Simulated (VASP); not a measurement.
A run of VASP 6.6.1 is set up as follows.

INCAR

```
SYSTEM = Rh
ALGO = Normal ; EDIFF = 1E-6
ENCUT = 520 ; GGA = PS
ISIF = 2 ; ISMEAR = -1
ISPIN = 2 ; IVDW = 12
LASPH = .True. ; LCHARG = .False.
LMAXMIX = 4 ; LORBIT = 11
LREAL = .False. ; LWAVE = .False.
MAGMOM = 0.6 ; NBANDS = 18
NELM = 150 ; PREC = Accurate
SIGMA = 0.1
```

KPOINTS

```
k-points
0
Gamma
  12 12 12
  0 0 0
```

The input POSCAR:

```
Rh
1.0
    2.6839652093      0.0000000000      0.0000000000
    1.3419826047      2.3243820541      0.0000000000
    1.3419826047      0.7747940180      2.1914484167
Rh
1
Direct
    0.0000000000      0.0000000000      0.0000000000
```

Potentials or basis: VASP PAW PBE potentials, release 64 (Rh_pv).

Run with:

```console
$ cat potpaw_PBE.64/Rh_pv/POTCAR > POTCAR
$ mpirun -np 1 vasp_std > vasp.out
```

Q: Predict the pressure.

A: -10.7 GPa.

Q: What does it give for the net moment?

A: 0.00 μB per cell.

Caveat: three body term missing; the cell stands under tension; the PAW data sets were made with another functional, which shifts forces and pressure a little.
